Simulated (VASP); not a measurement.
# Al2Pt (P4mm) in VASP: a series of runs, part 2 of 4

VASP 6.6.1. Earlier steps stand in the parts before.

**3. Single point, PBE**

This run uses another cell than the first one, of 16.76 Å³/atom, 1.034 times its volume.

INCAR

```
SYSTEM = Al2Pt
ALGO = Normal ; EDIFF = 1E-6
ENCUT = 520 ; GGA = PE
ISIF = 2 ; ISMEAR = 0
LASPH = .True. ; LCHARG = .True.
LELF = .True. ; LREAL = .False.
LVHAR = .True. ; LWAVE = .False.
NBANDS = 25 ; NELM = 100
PREC = Accurate ; SIGMA = 0.1
```

KPOINTS

```
k-points
0
Gamma
  4 4 4
  0 0 0
```

POSCAR

```
Al2Pt
1.0
    4.1012051644      0.0000000000      0.0000000000
    0.0000000000      4.1012051644      0.0000000000
    0.0000000000      0.0000000000      5.9795210951
Al Pt
4 2
Direct
    0.5000000000      0.5000000000      0.2608586781
    0.0000000000      0.0000000000      0.2608231549
    0.5000000000      0.0000000000      0.9310209546
    0.0000000000      0.5000000000      0.9310209546
    0.5000000000      0.0000000000      0.5167368539
    0.0000000000      0.5000000000      0.5167368539
```

Potentials or basis: VASP PAW PBE potentials, release 64 (Al, Pt).

Started as:

```sh
$ cat potpaw_PBE.64/Al/POTCAR potpaw_PBE.64/Pt/POTCAR > POTCAR
$ mpirun -np 1 vasp_std > vasp.out
```

OUTCAR:

```text
SYSTEM = Al2Pt
   EDIFF = 1E-6
   ENCUT = 520
   GGA = PE
   ISIF = 2
   ISMEAR = 0
   LASPH = .True.
   LREAL = .False.
   NELM = 100
   PREC = Accurate

 ion  position               nearest neighbor table
   1  0.500  0.500  0.261-   5 2.56   6 2.56   5 2.56   6 2.56   3 2.85   3 2.85   4 2.85   4 2.85
                             2 2.90   2 2.90   2 2.90   2 2.90
   2  0.000  0.000  0.261-   5 2.56   6 2.56   6 2.56   5 2.56   4 2.84   3 2.84   3 2.84   4 2.84
                             1 2.90   1 2.90   1 2.90   1 2.90
   3  0.500  0.000  0.931-   5 2.48   2 2.84   2 2.84   1 2.85   1 2.85   4 2.90   4 2.90   4 2.90
                             4 2.90
   4  0.000  0.500  0.931-   6 2.48   2 2.84   2 2.84   1 2.85   1 2.85   3 2.90   3 2.90   3 2.90
                             3 2.90
   5  0.500  0.000  0.517-   3 2.48   1 2.56   1 2.56   2 2.56   2 2.56   6 2.90   6 2.90   6 2.90
                             6 2.90
   6  0.000  0.500  0.517-   4 2.48   1 2.56   1 2.56   2 2.56   2 2.56   5 2.90   5 2.90   5 2.90
                             5 2.90

  LATTYP: Found a simple tetragonal cell.
 ALAT       =     4.1012051644
 C/A-ratio  =     1.4579912137

  Lattice vectors:

 A1 = (   4.1012051644,   0.0000000000,   0.0000000000)
 A2 = (   0.0000000000,   4.1012051644,   0.0000000000)
 A3 = (   0.0000000000,   0.0000000000,   5.9795210951)

Analysis of symmetry for initial positions (statically):
=====================================================================
 Subroutine PRICEL returns:
 Original cell was already a primitive cell.

 Routine SETGRP: Setting up the symmetry group for a
 simple tetragonal supercell.

 Subroutine GETGRP returns: Found  8 space group operations
 (whereof  8 operations were pure point group operations)
 out of a pool of 16 trial point group operations.

The static configuration has the point symmetry C_4v.

Analysis of symmetry for dynamics (positions and initial velocities):
=====================================================================
 Subroutine PRICEL returns:
 Original cell was already a primitive cell.

 Routine SETGRP: Setting up the symmetry group for a
 simple tetragonal supercell.

 Subroutine GETGRP returns: Found  8 space group operations
 (whereof  8 operations were pure point group operations)
 out of a pool of 16 trial point group operations.

The dynamic configuration has the point symmetry C_4v.

 Subroutine INISYM returns: Found  8 space group operations
 (whereof  8 operations are pure point group operations),
 and found     1 'primitive' translations

----------------------------------------------------------------------------------------

                                     Primitive cell

  volume of cell :     100.5749

  direct lattice vectors                    reciprocal lattice vectors
     4.101205164  0.000000000  0.000000000     0.243830767  0.000000000  0.000000000
     0.000000000  4.101205164  0.000000000     0.000000000  0.243830767  0.000000000
     0.000000000  0.000000000  5.979521095     0.000000000  0.000000000  0.167237473

  length of vectors
     4.101205164  4.101205164  5.979521095     0.243830767  0.243830767  0.167237473

[... 43 lines left out ...]
 Following reciprocal coordinates:
            Coordinates               Weight
  0.000000  0.000000  0.000000      1.000000
  0.250000  0.000000  0.000000      4.000000
  0.500000  0.000000  0.000000      2.000000
  0.250000  0.250000  0.000000      4.000000
  0.500000  0.250000  0.000000      4.000000
  0.500000  0.500000  0.000000      1.000000
[... 10 lines left out ...]
  0.500000  0.250000  0.500000      4.000000
  0.500000  0.500000  0.500000      1.000000
   k-points           NKPTS =     18   k-points in BZ     NKDIM =     18   number of bands    NBANDS=     25
   number of dos      NEDOS =    301   number of ions     NIONS =      6
   total plane-waves  NPLWV =  49152
   dimension x,y,z NGX =    32 NGY =   32 NGZ =   48
   dimension x,y,z NGXF=    64 NGYF=   64 NGZF=   96
   ions per type =               4   2
   NGX,Y,Z   is equivalent  to a cutoff of  12.97, 12.97, 13.35 a.u.
   NGXF,Y,Z  is equivalent  to a cutoff of  25.94, 25.94, 26.69 a.u.
 SYSTEM =  Al2Pt
   PREC   = accura    normal or accurate (medium, high low for compatibility)
   ISTART =      0    job   : 0-new  1-cont  2-samecut
   ICHARG =      2    charge: 1-file 2-atom 10-const
   ISPIN  =      1    spin polarized calculation?
   LNONCOLLINEAR =      F non collinear calculations
   LSORBIT =      F    spin-orbit coupling
   LASPH  =      T    aspherical Exc in radial PAW
   ENCUT  =  520.0 eV  38.22 Ry    6.18 a.u.   7.63  7.63 11.12*2*pi/ulx,y,z
   NELM   =    100;   NELMIN=  2; NELMDL= -5     # of ELM steps
   EDIFF  = 0.1E-05   stopping-criterion for ELM
   LREAL  =      F    real-space projection
   EDIFFG = 0.1E-04   stopping-criterion for IOM
   NSW    =      0    number of steps for IOM
   IBRION =     -1    ionic relax: 0-MD 1-quasi-New 2-CG
   NFREE  =      0    steps in history (QN), initial steepest desc. (CG)
   ISIF   =      2    stress and relaxation
   ISYM   =      2    0-nonsym 1-usesym 2-fastsym
   POTIM  = 0.5000    time-step for ionic-motion
   TEBEG  =    0.0;   TEEND  =   0.0 temperature during run
   PSTRESS=    0.0 pullay stress
   NELECT =      32.0000    total number of electrons
   NUPDOWN=      -1.0000    fix difference up-down
   EMIN   =  10.00;   EMAX   =-10.00  energy-range for DOS
   EFERMI =   0.00;   METHOD = LEGACY
   ISMEAR =     0;   SIGMA  =   0.10  broadening in eV -4-tet -1-fermi 0-gaus
   EFERMI_NEDOS =   21; number of points for ismear=-14 and -15
   IALGO  =     38    algorithm
   IMIX   =      4    mixing-type and parameters
     AMIX     =   0.40;   BMIX     =  1.00
     AMIX_MAG =   1.60;   BMIX_MAG =  1.00
  volume/ion in A,a.u.               =      16.76       113.12
  Fermi-wavevector in a.u.,A,eV,Ry     =   1.117622  2.112000 16.994757  1.249079
  Thomas-Fermi vector in A             =   2.254247
   LORBIT       =      0    0 simple, 1 ext, 2 COOP (PROOUT), +10 PAW based schemes
   GGA     = PE    functional components
   LHFCALC =     F    Hartree Fock is set to
   AEXX    =    0.0000 exact exchange contribution
   IVDW    =     0    specifies the selected vdW correction
   LEPSILON=     F    determine dielectric tensor
   LRPA    =     F    only Hartree local field effects (RPA)
 non-spin polarized calculation
 Gauss-broadening in eV      SIGMA  =   0.10
  energy-cutoff  :      520.00
  volume of cell :      100.57
 maximum number of plane-waves:      2751
 NGX is ok and might be reduce to    32

 number of electron      31.9999995 magnetization

 Free energy of the ion-electron system (eV)
  ---------------------------------------------------
  ext. energy  EPLUGINS =         0.00000000
  ---------------------------------------------------
  free energy    TOTEN  =       -29.69220073 eV

  energy without entropy =      -29.68137501  energy(sigma->0) =      -29.68678787

 E-fermi :   8.3812     XC(G=0): -10.9312

 val. band max:        8.2840309252   @ k =   0.2500   0.2500   0.2500
 cond. band min:       8.3912125518   @ k =   0.5000   0.5000   0.2500
 fundamental gap:      0.1071816266
 Fermi energy:         8.3811923927

 k-point     1 :       0.0000    0.0000    0.0000
  band No.  band energies     occupation
      1      -2.4203      2.00000
      2       1.1670      2.00000
      3       2.2333      2.00000
      4       3.0962      2.00000
      5       3.1280      2.00000
      6       3.2893      2.00000
[... 493 lines left out ...]
     24      14.2366      0.00000
     25      16.6047      0.00000

------------------------ aborting loop because EDIFF is reached ----------------------------------------

  FORCE on cell =-STRESS in cart. coord.  units (eV):
  Direction    XX          YY          ZZ          XY          YZ          ZX
  --------------------------------------------------------------------------------------
  -------------------------------------------------------------------------------------
  Total       -0.0510979     -0.0510979     -0.0500718      0.0000000     -0.0000000      0.0000000
  in kB       -0.8139998     -0.8139998     -0.7976536      0.0000000     -0.0000000      0.0000000
  external PRESSURE =      -0.8085510 kB  Pullay stress =       0.0000000 kB

 VOLUME and BASIS-vectors are now :
 -----------------------------------------------------------------------------
  energy-cutoff  :      520.00
  volume of cell :      100.57
      direct lattice vectors                 reciprocal lattice vectors
     4.101205164  0.000000000  0.000000000     0.243830767  0.000000000  0.000000000
     0.000000000  4.101205164  0.000000000     0.000000000  0.243830767  0.000000000
     0.000000000  0.000000000  5.979521095     0.000000000  0.000000000  0.167237473

 POSITION                                       TOTAL-FORCE (eV/Angst)
 -----------------------------------------------------------------------------------
      2.05060      2.05060      1.55981         0.000000      0.000000      0.003543
      0.00000      0.00000      1.55960         0.000000     -0.000000      0.004975
      2.05060      0.00000      5.56706        -0.000000     -0.000000      0.003477
      0.00000      2.05060      5.56706         0.000000     -0.000000      0.003477
      2.05060      0.00000      3.08984        -0.000000     -0.000000     -0.007736
      0.00000      2.05060      3.08984         0.000000      0.000000     -0.007736
 -----------------------------------------------------------------------------------
    total drift:                                0.000000      0.000000      0.000817

  FREE ENERGIE OF THE ION-ELECTRON SYSTEM (eV)
  ---------------------------------------------------
  free  energy   TOTEN  =       -29.6922007332 eV

  energy  without entropy=      -29.6813750142  energy(sigma->0) =      -29.68678787
```

Wall time 44 s (1 thread of Intel Xeon 6975P-C, shared host); peak memory 0.23 GiB.

Results:

* Free energy: -29.6922 eV
* Pressure: -0.1 GPa
* Largest force: 0.008 eV/Å
* Band gap on the k mesh: zero (band 16 reaches 9.47 eV, above the bottom of band 17 at 7.26 eV)

Forces on the atoms (eV/Å):
```
Al   0.000  0.000  0.004
Al   0.000  0.000  0.005
Al   0.000  0.000  0.003
Al   0.000  0.000  0.003
Pt   0.000  0.000 -0.008
Pt   0.000  0.000 -0.008
```

Caveat: the k points lie up to 0.38 Å⁻¹ apart; spin-orbit coupling is left out, which moves the levels of the heavy elements.

**4. Single point, PBE**

This run uses another cell than the first one: it holds 3 atoms, not 6.

INCAR

```
  PREC = Accurate
  ENCUT = 520
  EDIFF = 1E-6
  ISMEAR = 0
  SIGMA = 0.1
  LREAL = F
  LASPH = T
  NELM = 60
  ALGO = Fast
  ISIF = 2
  LWAVE = F
  LCHARG = F
  GGA = PE
  NBANDS = 15
```

KPOINTS

```
Automatic mesh
0
Gamma
  16 16 8
```

POSCAR

```
Al2Pt
1.0
    2.8882076916      0.0000000000      0.0000000000
    0.0000000000      2.8882076916      0.0000000000
    0.0000000000      0.0000000000      6.0242124360
Al Pt
2 1
Direct
    0.0000000000      0.0000000000      0.7395812315
    0.5000000000      0.5000000000      0.0700575910
    0.5000000000      0.5000000000      0.4817624525
```

Started as:

```sh
$ cat potpaw_PBE.64/Al/POTCAR potpaw_PBE.64/Pt/POTCAR > POTCAR
$ mpirun -np 1 vasp_std > vasp.out
```

Wall time 1.8 min (1 thread of Intel Xeon 6975P-C, shared host); peak memory 0.3 GiB.

The run converged. Its results:

| Property | Result |
| --- | --- |
| Free energy | -14.9349 eV |
| Pressure | -0.1 GPa |
| Largest force | 0.004 eV/Å |
| Band gap on the k mesh | zero (band 8 reaches 9.64 eV, above the bottom of band 9 at 7.02 eV) |

Forces on the atoms (eV/Å):
```
Al   0.000  0.000 -0.004
Al   0.000  0.000  0.001
Pt   0.000  0.000  0.003
```

Levels at points of the mesh, in eV from the Fermi level:
```
           k point  band 4  band 5  band 6  band 7  band 8  band 9  band 10  band 11  band 12  band 13
(0.00, 0.00, 0.00)   -5.17   -3.65   -2.58   -2.58   -1.39    6.21     6.25     6.25     6.59     9.37
(0.50, 0.00, 0.00)   -4.64   -2.89   -2.28   -2.10   -1.54   -0.98     1.42     2.37     9.27     9.97
(0.50, 0.50, 0.00)   -4.18   -1.76   -1.76   -0.18    0.29    0.85     2.89     3.09     3.09     4.72
(0.00, 0.00, 0.50)   -5.17   -2.59   -2.59   -1.38   -0.62    1.87     6.24     6.89     6.89     8.75
(0.50, 0.00, 0.50)   -4.47   -3.39   -2.89   -2.69   -2.28    0.63     3.19     3.63     5.84     8.17
(0.50, 0.50, 0.50)   -3.85   -0.59   -0.51   -0.51   -0.18    0.01     0.54     0.54     3.55     5.81
```

Caveat: spin-orbit coupling is left out, which moves the levels of the heavy elements.

(Continued in part 3 of 4.)
